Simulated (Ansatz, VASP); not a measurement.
One calculation of C, two programs

File INCAR:

```
PREC = Accurate
ENCUT = 520
EDIFF = 1E-6
ISMEAR = 0
SIGMA = 0.05
LREAL = F
LASPH = T
NELM = 80
ALGO = Normal
ISIF = 2
LWAVE = F
LCHARG = T
LELF = T
LVHAR = T
NBANDS = 11
```

The input KPOINTS:

```
Automatic mesh
0
Gamma
  14 14 10
```

File POSCAR:

```
C
1.0
    2.1172982844     -1.2224340469     -0.0115975247
    2.1172982844      1.2224340469     -0.0115975247
   -1.3916690928      0.0000000000      3.3373019203
C
2
Direct
    0.8333830096      0.8333830096      0.0001497828
    0.1666169904      0.1666169904      0.9998502172
```

Input for Ansatz:

```yaml
crystal:
  lattice:
    - [2.1172982844, -1.2224340469, -0.0115975247]
    - [2.1172982844, 1.2224340469, -0.0115975247]
    - [-1.3916690928, 0.0, 3.3373019203]
  atoms:
    - { symbol: C, position: [0.8333830096, 0.8333830096, 0.0001497828] }
    - { symbol: C, position: [0.1666169904, 0.1666169904, 0.9998502172] }
basis:
  ecutwfc: 420
kpoints:
  mp_grid: { grid: [14, 14, 10] }
hamiltonian:
  xc: lda
scf:
  occupations: { method: gaussian, width: 0.05 }
output:
  forces: true
  stress: true
  eigenvalues: true
  write_density: true
  write_potential: true
  elf: true
  volumetric_format: npy
```

Alike in both runs: task single point; functional LDA; k mesh 14 × 14 × 10; occupations gaussian, width 0.05 eV; no spin polarisation.

```csv
,VASP,Ansatz
version,VASP 6.6.1,Ansatz 0.2.0
potentials or method,"VASP PAW LDA potentials, release 64 (C), cutoff 520 eV","scalar-relativistic, plane waves, PAW"
valence electrons in the cell,8,8
```

Ansatz gave:

| Property | Result |
| --- | --- |
| gap on the k mesh at the Fermi level (eV) | 0.65 |
| least direct gap on the mesh (eV) | 0.65 |
| pressure (GPa) | 0.0 |
| traceless stress, the component that is largest in VASP (GPa) | -0.01 |

Task: What did VASP give for the same quantities?

Result: gap on the k mesh at the Fermi level (eV): 0.65; least direct gap on the mesh (eV): 0.65; pressure (GPa): 0.8; traceless stress, the component that is largest in VASP (GPa): -0.94.

LDA's correlation is that of Perdew and Zunger in VASP and of Perdew and Wang (1992) in Ansatz.
